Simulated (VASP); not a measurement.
# Mg2NCl (R-3m) in VASP: further runs, part 2 of 2

VASP 6.6.1. Earlier steps stand in the parts before.

## 4. Single point, PBE

This run uses another cell than the first one, of 14.33 Å³/atom.

Contents of INCAR:

```
PREC     = Accurate       # precision mode
ENCUT    = 520            # plane-wave cutoff, eV
EDIFF    = 1E-6           # SCF threshold, eV
ISMEAR   = 0              # smearing method
SIGMA    = 0.01           # smearing width, eV
LREAL    = False          # projectors in reciprocal space
LASPH    = True           # aspherical terms in the spheres
NELM     = 100            # most SCF steps
ALGO     = Normal         # electronic algorithm
ISIF     = 2              # what is computed and relaxed
LWAVE    = False          # write WAVECAR
LCHARG   = False          # write CHGCAR
GGA      = PE             # functional
NBANDS   = 16             # bands
```

Contents of KPOINTS:

```
regular mesh
0
Gamma
  8 8 8
```

Contents of POSCAR:

```
Mg2NCl
1.0
    1.6596674432      0.9582094451      6.0075602283
   -1.6596674432      0.9582094451      6.0075602283
    0.0000000000     -1.9164188902      6.0075602283
Mg N Cl
2 1 1
Direct
    0.2227874665      0.2227874665      0.2227874665
    0.7772125335      0.7772125335      0.7772125335
    0.5000000000      0.5000000000      0.5000000000
    0.0000000000      0.0000000000      0.0000000000
```

Potentials or basis: VASP PAW PBE potentials, release 64 (Mg, N, Cl).

Launch:

```sh
> cat potpaw_PBE.64/Mg/POTCAR potpaw_PBE.64/N/POTCAR potpaw_PBE.64/Cl/POTCAR > POTCAR
> mpirun -np 1 vasp_std > vasp.out
```

OUTCAR:

```text
PREC = Accurate
   ENCUT = 520
   EDIFF = 1E-6
   ISMEAR = 0
   LREAL = False
   LASPH = True
   NELM = 100
   ISIF = 2
   GGA = PE

 ion  position               nearest neighbor table
   1  0.223  0.223  0.223-   3 2.17   3 2.17   3 2.17   4 2.76   4 2.76   4 2.76   2 2.79   2 2.79
                             2 2.79
   2  0.777  0.777  0.777-   3 2.17   3 2.17   3 2.17   4 2.76   4 2.76   4 2.76   1 2.79   1 2.79
                             1 2.79
   3  0.500  0.500  0.500-   1 2.17   1 2.17   2 2.17   2 2.17   1 2.17   2 2.17
   4  0.000  0.000  0.000-   2 2.76   2 2.76   1 2.76   1 2.76   2 2.76   1 2.76

  LATTYP: Found a trigonal (rhomboedric) cell.
 ALAT       =     6.3058259776
 COS(alpha) =     0.8614558532

  Lattice vectors:

 A1 = (   1.6596674432,   0.9582094451,   6.0075602283)
 A2 = (  -1.6596674432,   0.9582094451,   6.0075602283)
 A3 = (   0.0000000000,  -1.9164188902,   6.0075602283)

Analysis of symmetry for initial positions (statically):
=====================================================================
 Subroutine PRICEL returns:
 Original cell was already a primitive cell.

 Routine SETGRP: Setting up the symmetry group for a
 trigonal (rhombohedral) supercell.
[... 168 lines left out ...]

  energy without entropy =      -17.80479827  energy(sigma->0) =      -17.80479827

 E-fermi :   4.1734     XC(G=0):  -9.9233

 val. band max:        4.0409080957   @ k =   0.0000   0.0000   0.0000
 cond. band min:       6.2434873324   @ k =   0.0000   0.0000   0.0000
 fundamental gap:      2.2025792367
 Fermi energy:         4.1733860954

 k-point     1 :       0.0000    0.0000    0.0000
  band No.  band energies     occupation
      1     -12.4787      2.00000
      2      -8.7011      2.00000
      3      -2.2355      2.00000
      4       1.6690      2.00000
      5       1.6690      2.00000
      6       3.0158      2.00000
[... 433 lines left out ...]
      3      -1.4200      2.00000
      4      -0.4054      2.00000
      5       1.2475      2.00000
      6       1.7473      2.00000
[... 8 lines left out ...]
     15      14.1781      0.00000
     16      15.3687      0.00000

 [... further k-points ...]
[... 5 lines left out ...]
  --------------------------------------------------------------------------------------
  -------------------------------------------------------------------------------------
  Total       -0.1066710     -0.1066710     -0.1646645      0.0000000     -0.0000000      0.0000000
  in kB       -2.9814394     -2.9814394     -4.6023510      0.0000000     -0.0000000      0.0000000
  external PRESSURE =      -3.5217433 kB  Pullay stress =       0.0000000 kB

 VOLUME and BASIS-vectors are now :
 -----------------------------------------------------------------------------
  energy-cutoff  :      520.00
  volume of cell :       57.32
      direct lattice vectors                 reciprocal lattice vectors
     1.659667443  0.958209445  6.007560228     0.301265173  0.173935529  0.055485642
    -1.659667443  0.958209445  6.007560228    -0.301265173  0.173935529  0.055485642
     0.000000000 -1.916418890  6.007560228     0.000000000 -0.347871058  0.055485642

 POSITION                                       TOTAL-FORCE (eV/Angst)
 -----------------------------------------------------------------------------------
      0.00000      0.00000      4.01523        -0.000000     -0.000000     -0.052781
      0.00000      0.00000     14.00745        -0.000000      0.000000      0.052781
      0.00000      0.00000      9.01134        -0.000000     -0.000000     -0.000000
      0.00000      0.00000      0.00000         0.000000     -0.000000      0.000000
 -----------------------------------------------------------------------------------
    total drift:                                0.000000      0.000000     -0.000000

  FREE ENERGIE OF THE ION-ELECTRON SYSTEM (eV)
  ---------------------------------------------------
  free  energy   TOTEN  =       -17.8047982663 eV

  energy  without entropy=      -17.8047982663  energy(sigma->0) =      -17.80479827
```

OSZICAR:

```text
N       E                     dE             d eps       ncg     rms          rms(c)
DAV:   1     0.548121629683E+02    0.54812E+02   -0.64676E+03  2080   0.837E+02
DAV:   2    -0.169030987622E+02   -0.71715E+02   -0.63829E+02  3032   0.160E+02
DAV:   3    -0.215055167494E+02   -0.46024E+01   -0.45808E+01  2584   0.423E+01
DAV:   4    -0.215345315464E+02   -0.29015E-01   -0.29011E-01  2664   0.393E+00
DAV:   5    -0.215348196746E+02   -0.28813E-03   -0.28812E-03  2664   0.389E-01    0.962E+00
DAV:   6    -0.179512370445E+02    0.35836E+01   -0.78752E+00  2728   0.222E+01    0.387E+00
DAV:   7    -0.179212814184E+02    0.29956E-01   -0.10174E+00  2520   0.587E+00    0.297E+00
DAV:   8    -0.178341144821E+02    0.87167E-01   -0.45111E-01  2936   0.442E+00    0.150E+00
DAV:   9    -0.178043539110E+02    0.29761E-01   -0.10332E-01  2544   0.192E+00    0.411E-01
DAV:  10    -0.178051781770E+02   -0.82427E-03   -0.69896E-03  2608   0.554E-01    0.127E-01
DAV:  11    -0.178047933057E+02    0.38487E-03   -0.72701E-04  2984   0.235E-01    0.555E-02
DAV:  12    -0.178048143065E+02   -0.21001E-04   -0.14961E-04  2272   0.767E-02    0.320E-02
DAV:  13    -0.178047984468E+02    0.15860E-04   -0.61396E-05  2736   0.460E-02    0.692E-03
DAV:  14    -0.178047982663E+02    0.18042E-06   -0.29473E-06  2496   0.127E-02
   1 F= -.17804798E+02 E0= -.17804798E+02  d E =-.132655E-80
```

It took 58 s on 1 thread of Intel Xeon 6975P-C (Granite Rapids), shared host; peak memory 0.34 GiB.

Results:

```
Free energy            : -17.8048 eV
Pressure               : -0.4 GPa
Largest force          : 0.053 eV/Å
Band gap on the k mesh : 2.20 eV
```

Forces in eV/Å, atoms in the order of the input:
```
Mg   0.000  0.000 -0.053
Mg   0.000  0.000  0.053
N    0.000  0.000  0.000
Cl   0.000  0.000  0.000
```

Levels at points of the mesh, in eV from the valence-band top:
| k point | band 4 | band 5 | band 6 | band 7 | band 8 | band 9 | band 10 | band 11 | band 12 | band 13 |
| --- | --- | --- | --- | --- | --- | --- | --- | --- | --- | --- |
| (0.00, 0.00, 0.00) | -2.37 | -2.37 | -1.03 | 0.00 | 0.00 | 2.20 | 5.36 | 8.33 | 8.88 | 9.50 |
| (0.50, 0.00, 0.00) | -4.60 | -3.88 | -3.17 | -1.46 | -0.78 | 4.37 | 5.80 | 6.30 | 7.08 | 7.39 |
| (0.50, 0.50, 0.00) | -5.16 | -3.19 | -3.00 | -0.80 | -0.72 | 3.20 | 3.98 | 5.48 | 8.87 | 8.95 |
| (0.50, 0.50, 0.50) | -2.67 | -2.36 | -2.36 | -0.02 | -0.02 | 4.47 | 4.85 | 7.12 | 8.22 | 9.71 |

## 5. Single point, PBE (14.76 Å³/atom)

This run uses another cell than the first one, of 14.76 Å³/atom.

Contents of INCAR:

```
PREC = Accurate ; ENCUT = 520
EDIFF = 1E-6 ; ISMEAR = 0
SIGMA = 0.01 ; LREAL = F
LASPH = T ; NELM = 80
ALGO = Normal ; ISIF = 2
LWAVE = F ; LCHARG = T
GGA = PE ; LELF = T
LVHAR = T ; NBANDS = 16
```

KPOINTS is that of step 4.

Contents of POSCAR:

```
Mg2NCl
1.0
    1.6761008629      0.9676972844      6.0670448912
   -1.6761008629      0.9676972844      6.0670448912
    0.0000000000     -1.9353945688      6.0670448912
Mg N Cl
2 1 1
Direct
    0.2227874665      0.2227874665      0.2227874665
    0.7772125335      0.7772125335      0.7772125335
    0.5000000000      0.5000000000      0.5000000000
    0.0000000000      0.0000000000      0.0000000000
```

Launch:

```sh
> cat potpaw_PBE.64/Mg/POTCAR potpaw_PBE.64/N/POTCAR potpaw_PBE.64/Cl/POTCAR > POTCAR
> mpirun -np 1 vasp_std > vasp.out
```

It took 65 s on 1 thread of Intel Xeon 6975P-C (Granite Rapids), shared host; peak memory 0.34 GiB.

Results (log left out):

| Item | Value |
| --- | --- |
| Free energy | -17.7882 eV |
| Pressure | -2.8 GPa |
| Largest force | 0.171 eV/Å |
| Band gap on the k mesh | 2.01 eV |

Forces on the atoms (eV/Å):
```
Mg   0.000  0.000 -0.171
Mg   0.000  0.000  0.171
N    0.000  0.000  0.000
Cl   0.000  0.000  0.000
```

Stress tensor (GPa, compression positive):
```
-2.86  0.00  0.00
 0.00 -2.86  0.00
 0.00  0.00 -2.57
```

Levels at points of the mesh, in eV from the valence-band top:
```
           k point  band 6  band 7  band 8  band 9  band 10  band 11
(0.00, 0.00, 0.00)   -1.02    0.00    0.00    2.01     5.25     8.05
(0.50, 0.00, 0.00)   -3.12   -1.40   -0.76    4.33     5.67     6.26
(0.50, 0.50, 0.00)   -2.95   -0.78   -0.70    3.15     3.92     5.52
(0.50, 0.50, 0.50)   -2.36   -0.02   -0.02    4.21     4.69     7.09
```

A k mesh can miss the band edges.

## 6. Single point, PBE (15.19 Å³/atom)

This run uses another cell than the first one, of 15.19 Å³/atom.

Contents of INCAR:

```
SYSTEM = Mg2NCl
PREC = Accurate
ENCUT = 520
EDIFF = 1E-6
ISMEAR = 0
SIGMA = 0.01
LREAL = .FALSE.
LASPH = .TRUE.
NELM = 80
ALGO = Normal
ISIF = 2
LWAVE = .FALSE.
LCHARG = .FALSE.
GGA = PE
NBANDS = 16
```

Contents of KPOINTS:

```
Automatic mesh
0
G
  8 8 8
  0 0 0
```

Contents of POSCAR:

```
Mg2NCl
1.0
    1.6922182061      0.9770026368      6.1253854403
   -1.6922182061      0.9770026368      6.1253854403
    0.0000000000     -1.9540052736      6.1253854403
Mg N Cl
2 1 1
Direct
    0.2227874665      0.2227874665      0.2227874665
    0.7772125335      0.7772125335      0.7772125335
    0.5000000000      0.5000000000      0.5000000000
    0.0000000000      0.0000000000      0.0000000000
```

Potentials or basis: VASP PAW PBE potentials, release 64 (Mg, N, Cl).

Launch:

```sh
> cat potpaw_PBE.64/Mg/POTCAR potpaw_PBE.64/N/POTCAR potpaw_PBE.64/Cl/POTCAR > POTCAR
> mpirun -np 1 vasp_std > vasp.out
```

OUTCAR:

```text
SYSTEM = Mg2NCl
   PREC = Accurate
   ENCUT = 520
   EDIFF = 1E-6
   ISMEAR = 0
   LREAL = .FALSE.
   LASPH = .TRUE.
   NELM = 80
   ISIF = 2
   GGA = PE

 ion  position               nearest neighbor table
   1  0.223  0.223  0.223-   3 2.21   3 2.21   3 2.21   4 2.82   4 2.82   4 2.82   2 2.84   2 2.84
                             2 2.84
   2  0.777  0.777  0.777-   3 2.21   3 2.21   3 2.21   4 2.82   4 2.82   4 2.82   1 2.84   1 2.84
                             1 2.84
   3  0.500  0.500  0.500-   1 2.21   2 2.21   1 2.21   1 2.21   2 2.21   2 2.21
   4  0.000  0.000  0.000-   2 2.82   1 2.82   2 2.82   2 2.82   1 2.82   1 2.82

  LATTYP: Found a trigonal (rhomboedric) cell.
 ALAT       =     6.4295010228
 COS(alpha) =     0.8614558532

  Lattice vectors:

 A1 = (   1.6922182061,   0.9770026368,   6.1253854403)
 A2 = (  -1.6922182061,   0.9770026368,   6.1253854403)
 A3 = (   0.0000000000,  -1.9540052736,   6.1253854403)

Analysis of symmetry for initial positions (statically):
=====================================================================
 Subroutine PRICEL returns:
 Original cell was already a primitive cell.

 Routine SETGRP: Setting up the symmetry group for a
 trigonal (rhombohedral) supercell.

 Subroutine GETGRP returns: Found 12 space group operations
 (whereof 12 operations were pure point group operations)
 out of a pool of 12 trial point group operations.

The static configuration has the point symmetry D_3d.

Analysis of symmetry for dynamics (positions and initial velocities):
=====================================================================
 Subroutine PRICEL returns:
 Original cell was already a primitive cell.

 Routine SETGRP: Setting up the symmetry group for a
 trigonal (rhombohedral) supercell.

 Subroutine GETGRP returns: Found 12 space group operations
 (whereof 12 operations were pure point group operations)
 out of a pool of 12 trial point group operations.

The dynamic configuration has the point symmetry D_3d.

[... 118 lines left out ...]
   EFERMI_NEDOS =   21; number of points for ismear=-14 and -15
   IALGO  =     38    algorithm
   IMIX   =      4    mixing-type and parameters
     AMIX     =   0.40;   BMIX     =  1.00
     AMIX_MAG =   1.60;   BMIX_MAG =  1.00
  volume/ion in A,a.u.               =      15.19       102.51
  Fermi-wavevector in a.u.,A,eV,Ry     =   1.049307  1.982903 14.980629  1.101045
  Thomas-Fermi vector in A             =   2.184264
   LORBIT       =      0    0 simple, 1 ext, 2 COOP (PROOUT), +10 PAW based schemes
   GGA     = PE    functional components
   LHFCALC =     F    Hartree Fock is set to
   AEXX    =    0.0000 exact exchange contribution
   IVDW    =     0    specifies the selected vdW correction
   LEPSILON=     F    determine dielectric tensor
   LRPA    =     F    only Hartree local field effects (RPA)
 non-spin polarized calculation
 Gauss-broadening in eV      SIGMA  =   0.01
  energy-cutoff  :      520.00
  volume of cell :       60.76
 maximum number of plane-waves:      1655
   NGX = 23   NGY = 23   NGZ = 23

 number of electron      16.0000001 magnetization

 Free energy of the ion-electron system (eV)
  ---------------------------------------------------
  ext. energy  EPLUGINS =         0.00000000
  ---------------------------------------------------
  free energy    TOTEN  =       -17.74768056 eV

  energy without entropy =      -17.74768056  energy(sigma->0) =      -17.74768056

 E-fermi :   3.6584     XC(G=0):  -9.6755

 val. band max:        3.5856497853   @ k =   0.0000   0.0000   0.0000
 cond. band min:       5.4195826738   @ k =   0.0000   0.0000   0.0000
 fundamental gap:      1.8339328885
 Fermi energy:         3.6583624545

 k-point     1 :       0.0000    0.0000    0.0000
  band No.  band energies     occupation
      1     -12.6573      2.00000
      2      -8.9790      2.00000
      3      -2.3955      2.00000
      4       1.2332      2.00000
      5       1.2332      2.00000
      6       2.5789      2.00000
[... 433 lines left out ...]
      3      -1.6365      2.00000
      4      -0.6793      2.00000
      5       0.8515      2.00000
      6       1.3542      2.00000
[... 8 lines left out ...]
     15      13.4998      0.00000
     16      14.5505      0.00000

 [... further k-points ...]
[... 5 lines left out ...]
  --------------------------------------------------------------------------------------
  -------------------------------------------------------------------------------------
  Total       -1.9136563     -1.9136563     -1.6601884      0.0000000      0.0000000      0.0000000
  in kB      -50.4588979    -50.4588979    -43.7755072      0.0000000      0.0000000      0.0000000
  external PRESSURE =     -48.2311010 kB  Pullay stress =       0.0000000 kB

 VOLUME and BASIS-vectors are now :
 -----------------------------------------------------------------------------
  energy-cutoff  :      520.00
  volume of cell :       60.76
      direct lattice vectors                 reciprocal lattice vectors
     1.692218206  0.977002637  6.125385440     0.295470169  0.170589782  0.054418344
    -1.692218206  0.977002637  6.125385440    -0.295470169  0.170589782  0.054418344
     0.000000000 -1.954005274  6.125385440     0.000000000 -0.341179564  0.054418344

 POSITION                                       TOTAL-FORCE (eV/Angst)
 -----------------------------------------------------------------------------------
      0.00000      0.00000      4.09398        -0.000000     -0.000000     -0.273770
      0.00000      0.00000     14.28218        -0.000000      0.000000      0.273770
      0.00000      0.00000      9.18808        -0.000000     -0.000000      0.000000
      0.00000      0.00000      0.00000         0.000000     -0.000000      0.000000
 -----------------------------------------------------------------------------------
    total drift:                                0.000000      0.000000     -0.000000

  FREE ENERGIE OF THE ION-ELECTRON SYSTEM (eV)
  ---------------------------------------------------
  free  energy   TOTEN  =       -17.7476805595 eV

  energy  without entropy=      -17.7476805595  energy(sigma->0) =      -17.74768056
```

stdout:

```text
POSCAR found type information on POSCAR MgN Cl
 POSCAR found :  3 types and       4 ions
 scaLAPACK will be used
 LDA part: xc-table for (Slater+PW92), standard interpolation
 POSCAR, INCAR and KPOINTS ok, starting setup
 FFT: planning ... GRIDC
 FFT: planning ... GRID_SOFT
 FFT: planning ... GRID
 WAVECAR not read
 entering main loop
```

It took 60 s on 1 thread of Intel Xeon 6975P-C (Granite Rapids), shared host; peak memory 0.35 GiB.

Results:

| Property | Result |
| --- | --- |
| Free energy | -17.7477 eV |
| Pressure | -4.8 GPa |
| Largest force | 0.274 eV/Å |
| Band gap on the k mesh | 1.83 eV |

Forces on the atoms (eV/Å):
```
Mg   0.000  0.000 -0.274
Mg   0.000  0.000  0.274
N    0.000  0.000  0.000
Cl   0.000  0.000  0.000
```

Stress tensor (GPa, compression positive):
```
-5.05  0.00  0.00
 0.00 -5.05  0.00
 0.00  0.00 -4.38
```

Levels at points of the mesh, in eV from the valence-band top:
```csv
k point,band 4,band 5,band 6,band 7,band 8,band 9,band 10,band 11,band 12,band 13
"(0.00, 0.00, 0.00)",-2.35,-2.35,-1.01,0.00,0.00,1.83,5.15,7.79,8.73,9.36
"(0.50, 0.00, 0.00)",-4.41,-3.73,-3.08,-1.35,-0.75,4.29,5.55,6.22,6.58,7.25
"(0.50, 0.50, 0.00)",-4.94,-3.10,-2.90,-0.75,-0.69,3.10,3.85,5.56,8.38,8.72
"(0.50, 0.50, 0.50)",-2.57,-2.35,-2.35,-0.02,-0.02,3.97,4.54,7.05,7.86,9.65
```

Caveat: the cell stands under tension. A k mesh can miss the band edges.

## 7. The runs side by side

| cell | gap on the mesh (eV) | pressure (GPa) | largest force (eV/Å) |
| --- | --- | --- | --- |
| a = 6.177 Å, angles 30.5°, 4 atoms | 2.63 | 5.8 | 0.23 |
| a = 6.242 Å, angles 30.5°, 4 atoms | 2.41 | 2.5 | 0.08 |
| a = 6.306 Å, angles 30.5°, 4 atoms | 2.20 | -0.4 | 0.05 |
| a = 6.368 Å, angles 30.5°, 4 atoms | 2.01 | -2.8 | 0.17 |
| a = 6.430 Å, angles 30.5°, 4 atoms | 1.83 | -4.8 | 0.27 |

Alike in all rows: task single point; level PBE; potentials or basis VASP PAW PBE potentials, release 64 (Mg, N, Cl); no spin polarisation; k mesh 8 × 8 × 8; cutoff (eV) 520; smearing gaussian 0.01 eV.

Caveats: the cell stands under pressure (at least some runs); the cell stands under tension (at least some runs).

Absolute energies hang on the potentials; compare differences alone.
